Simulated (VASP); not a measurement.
# KCl (Fm-3m) in VASP: notebook

The runs below take KCl through dielectric tensor, elastic constants, electric field gradients, with LDA, PBE, PBE exchange alone.

Program: VASP 6.6.1. These are calculated values, not measurements. Logs are shortened: lines on timing, memory, paths and dates and some standing lists are left out, and cuts for length are marked.

**1. The cell of the first run**

Symmetry: Fm-3m, No. 225, cubic system. Conventional cell: a = 6.293 Å, b = 6.293 Å, c = 6.293 Å, α = 90.00°, β = 90.00°, γ = 90.00°. Within 4.1 Å of K (site symmetry m-3m) lie 6 Cl at 3.15 Å. Within 4.1 Å of Cl (site symmetry m-3m) lie 6 K at 3.15 Å.

**2. Dielectric tensor, LDA**

Contents of INCAR:

```
SYSTEM = KCl
ALGO = Normal
EDIFF = 1E-8
ENCUT = 400
GGA_COMPAT = .False.
ISIF = 2
ISMEAR = 0
LASPH = .True.
LCHARG = .False.
LEPSILON = .True.
LREAL = .False.
LWAVE = .False.
NELM = 120
PREC = Accurate
SIGMA = 0.01
```

Contents of KPOINTS:

```
k-points
0
Gamma
  7 7 7
  0 0 0
```

Contents of POSCAR:

```
KCl
1.0
    0.0000000000      3.1464700000      3.1464700000
    3.1464700000      0.0000000000      3.1464700000
    3.1464700000      3.1464700000      0.0000000000
K Cl
1 1
Direct
    0.0000000000      0.0000000000      0.0000000000
    0.5000000000      0.5000000000      0.5000000000
```

Potentials or basis: VASP PAW LDA potentials, release 64 (K_sv, Cl).

Started as:

```bash
$ cat potpaw_LDA.64/K_sv/POTCAR potpaw_LDA.64/Cl/POTCAR > POTCAR
$ mpirun -np 1 vasp_std > vasp.out
```

OUTCAR:

```text
SYSTEM = KCl
   EDIFF = 1E-8
   ENCUT = 400
   ISIF = 2
   ISMEAR = 0
   LASPH = .True.
   LEPSILON = .True.
   LREAL = .False.
   NELM = 120
   PREC = Accurate

 ion  position               nearest neighbor table
   1  0.000  0.000  0.000-   2 3.15   2 3.15   2 3.15   2 3.15   2 3.15   2 3.15
   2  0.500  0.500  0.500-   1 3.15   1 3.15   1 3.15   1 3.15   1 3.15   1 3.15

  LATTYP: Found a face centered cubic cell.
 ALAT       =     6.2929400000

  Lattice vectors:

 A1 = (   0.0000000000,   3.1464700000,   3.1464700000)
 A2 = (   3.1464700000,   0.0000000000,   3.1464700000)
 A3 = (   3.1464700000,   3.1464700000,   0.0000000000)

Analysis of symmetry for initial positions (statically):
=====================================================================
 Subroutine PRICEL returns:
 Original cell was already a primitive cell.

 Routine SETGRP: Setting up the symmetry group for a
 face centered cubic supercell.

 Subroutine GETGRP returns: Found 48 space group operations
 (whereof 48 operations were pure point group operations)
 out of a pool of 48 trial point group operations.

The static configuration has the point symmetry O_h .

Analysis of symmetry for dynamics (positions and initial velocities):
=====================================================================
 Subroutine PRICEL returns:
 Original cell was already a primitive cell.

 Routine SETGRP: Setting up the symmetry group for a
 face centered cubic supercell.

 Subroutine GETGRP returns: Found 48 space group operations
 (whereof 48 operations were pure point group operations)
 out of a pool of 48 trial point group operations.

The dynamic configuration has the point symmetry O_h .

 Subroutine INISYM returns: Found 48 space group operations
 (whereof 48 operations are pure point group operations),
 and found     1 'primitive' translations

----------------------------------------------------------------------------------------

                                     Primitive cell

  volume of cell :      62.3018

  direct lattice vectors                    reciprocal lattice vectors
     0.000000000  3.146470000  3.146470000    -0.158908237  0.158908237  0.158908237
     3.146470000  0.000000000  3.146470000     0.158908237 -0.158908237  0.158908237
     3.146470000  3.146470000  0.000000000     0.158908237  0.158908237 -0.158908237

  length of vectors
     4.449780548  4.449780548  4.449780548     0.275237140  0.275237140  0.275237140

  position of ions in fractional coordinates (direct lattice)
     0.000000000  0.000000000  0.000000000
     0.500000000  0.500000000  0.500000000

  ion indices of the primitive-cell ions
   primitive index   ion index
                 1           1
                 2           2

----------------------------------------------------------------------------------------

 KPOINTS: k-points

Automatic generation of k-mesh.
 Grid dimensions read from file:
 generate k-points for:    7    7    7

 Generating k-lattice:

  Cartesian coordinates                     Fractional coordinates (reciprocal lattice)
    -0.022701177  0.022701177  0.022701177     0.142857143  0.000000000  0.000000000
     0.022701177 -0.022701177  0.022701177     0.000000000  0.142857143  0.000000000
     0.022701177  0.022701177 -0.022701177     0.000000000  0.000000000  0.142857143

  Length of vectors
     0.039319591  0.039319591  0.039319591

  Shift w.r.t. Gamma in fractional coordinates (k-lattice)
     0.000000000  0.000000000  0.000000000

 Subroutine IBZKPT returns following result:
 ===========================================

 Found     20 irreducible k-points:

 Following reciprocal coordinates:
            Coordinates               Weight
  0.000000  0.000000  0.000000      1.000000
  0.142857  0.000000  0.000000      8.000000
[... 70 lines left out ...]
  volume of cell :       62.30
 maximum number of plane-waves:      1150
 NGX is ok and might be reduce to    30
   NGX = 15   NGY = 15   NGZ = 15

--------------------------------------- Ionic step        1  -------------------------------------------

 number of electron      16.0000007 magnetization

 E-fermi :  -2.0396     XC(G=0):  -8.1106

 val. band max:       -2.0825668693   @ k =   0.0000   0.0000   0.0000
 cond. band min:       2.6641441179   @ k =   0.0000   0.0000   0.0000
 fundamental gap:      4.7467109873
 Fermi energy:        -2.0395596548

 k-point     1 :       0.0000    0.0000    0.0000
  band No.  band energies     occupation
      1     -28.9144      2.00000
      2     -14.1097      2.00000
      3     -12.6119      2.00000
      4     -12.6119      2.00000
      5     -12.6119      2.00000
      6      -2.0826      2.00000
      7      -2.0826      2.00000
      8      -2.0826      2.00000
      9       2.6641      0.00000
     10       6.0022      0.00000
     11       6.0022      0.00000
     12       6.0022      0.00000
[... 271 lines left out ...]
 k-point    20 :      -0.2857    0.4286    0.1429
  band No.  band energies     occupation
      1     -28.8992      2.00000
      2     -14.1201      2.00000
      3     -12.7272      2.00000
      4     -12.6878      2.00000
      5     -12.5184      2.00000
      6      -2.7044      2.00000
      7      -2.6212      2.00000
      8      -2.4690      2.00000
      9       5.2921      0.00000
     10       5.9959      0.00000
     11       7.1005      0.00000
     12       7.5552      0.00000

  FORCE on cell =-STRESS in cart. coord.  units (eV):
  Direction    XX          YY          ZZ          XY          YZ          ZX
  --------------------------------------------------------------------------------------
  -------------------------------------------------------------------------------------
  Total       -0.7452014     -0.7452014     -0.7452014      0.0000000      0.0000000      0.0000000
  in kB      -19.1638800    -19.1638800    -19.1638800      0.0000000      0.0000000      0.0000000
  external PRESSURE =     -19.1638800 kB  Pullay stress =       0.0000000 kB

 VOLUME and BASIS-vectors are now :
 -----------------------------------------------------------------------------
  energy-cutoff  :      400.00
  volume of cell :       62.30
      direct lattice vectors                 reciprocal lattice vectors
     0.000000000  3.146470000  3.146470000    -0.158908237  0.158908237  0.158908237
     3.146470000  0.000000000  3.146470000     0.158908237 -0.158908237  0.158908237
     3.146470000  3.146470000  0.000000000     0.158908237  0.158908237 -0.158908237

 POSITION                                       TOTAL-FORCE (eV/Angst)
 -----------------------------------------------------------------------------------
      0.00000      0.00000      0.00000        -0.000000      0.000000      0.000000
      3.14647      3.14647      3.14647         0.000000     -0.000000     -0.000000
 -----------------------------------------------------------------------------------
    total drift:                                0.000000      0.000000      0.000000

  FREE ENERGIE OF THE ION-ELECTRON SYSTEM (eV)
  ---------------------------------------------------
  free  energy   TOTEN  =        -7.3699259433 eV

  energy  without entropy=       -7.3699259433  energy(sigma->0) =       -7.36992594

 HEAD OF MICROSCOPIC STATIC DIELECTRIC TENSOR (INDEPENDENT PARTICLE, excluding Hartree and local field effects)
 ------------------------------------------------------
           2.691956     0.000000    -0.000000
           0.000000     2.691956     0.000000
           0.000000     0.000000     2.691956
 ------------------------------------------------------

 Free energy of the ion-electron system (eV)
  ---------------------------------------------------
  ---------------------------------------------------
  free energy    TOTEN  =        -0.26455620 eV

  energy without entropy =       -0.26455620

------------------------ aborting loop because EDIFF is reached ----------------------------------------

--------------------------------------- Ionic step        2  -------------------------------------------

------------------------ aborting loop because EDIFF is reached ----------------------------------------

--------------------------------------- Ionic step        3  -------------------------------------------

 Free energy of the ion-electron system (eV)
  ---------------------------------------------------
  ---------------------------------------------------
  free energy    TOTEN  =        -0.26455805 eV

  energy without entropy =       -0.26455805

------------------------ aborting loop because EDIFF is reached ----------------------------------------

 PIEZOELECTRIC TENSOR FIELD DIRECTION 3  (e Angst)
 -----------------------------------------------------------------------------
    -0.00008  0.00000  0.00000           ( -0.00000  0.00000  0.00000)
     0.00000 -0.00008 -0.00000           (  0.00000 -0.00000 -0.00000)
    -0.00000  0.00000 -0.00073           (  0.00000 -0.00000  0.00000)

 PIEZOELECTRIC TENSOR FIELD DIRECTION 3  (C/m^2)
 -----------------------------------------------------------------------------
    -0.00002  0.00000  0.00000
     0.00000 -0.00002 -0.00000
    -0.00000  0.00000 -0.00019

 MACROSCOPIC STATIC DIELECTRIC TENSOR (including local field effects in DFT)
 ------------------------------------------------------
           2.398082     0.000000     0.000000
           0.000000     2.398082     0.000000
           0.000000     0.000000     2.398082
 ------------------------------------------------------

 PIEZOELECTRIC TENSOR (including local field effects)  for field in x, y, z        (e  Angst)
          XX          YY          ZZ          XY          YZ          ZX
  --------------------------------------------------------------------------------
  x     0.00000     0.00000     0.00000     0.00000     0.00000     0.00000
  y     0.00000     0.00000     0.00000     0.00000     0.00000     0.00000
  z     0.00000     0.00000     0.00000     0.00000     0.00000     0.00000

 PIEZOELECTRIC TENSOR (including local field effects)  for field in x, y, z        (C/m^2)
          XX          YY          ZZ          XY          YZ          ZX
  --------------------------------------------------------------------------------
  x     0.00000     0.00000     0.00000     0.00000     0.00000     0.00000
  y     0.00000     0.00000     0.00000     0.00000     0.00000     0.00000
  z     0.00000     0.00000     0.00000     0.00000     0.00000     0.00000

 BORN EFFECTIVE CHARGES (including local field effects) (in |e|, cummulative output)
 ---------------------------------------------------------------------------------
 ion    1
    1     1.12370    -0.00000     0.00000
    2     0.00000     1.12370     0.00000
    3     0.00000     0.00000     1.12370
 ion    2
    1    -1.12370     0.00000     0.00000
    2    -0.00000    -1.12370     0.00000
    3     0.00000     0.00000    -1.12370
```

It took 95 s on 1 thread of Intel Xeon 6975P-C (Granite Rapids), shared host; peak memory 0.19 GiB.

What came out:

| Quantity | Value |
| --- | --- |
| Band gap on the k mesh | 4.75 eV |
| Electronic dielectric tensor (diagonal) | 2.40 |
| Born charges (mean of the diagonal) | K +1.12; Cl -1.12 e |

Electronic dielectric tensor:
```
2.40 0.00 0.00
0.00 2.40 0.00
0.00 0.00 2.40
```

Born effective charge tensors (e):
atom 1, K
```
1.12 0.00 0.00
0.00 1.12 0.00
0.00 0.00 1.12
```
atom 2, Cl
```
-1.12  0.00  0.00
 0.00 -1.12  0.00
 0.00  0.00 -1.12
```

Caveat: an odd mesh through Γ misses points on the zone boundary, where band edges can lie. A hybrid or GW would open this gap; LDA tends to underestimate it.

(Continued in part 2 of 3.)
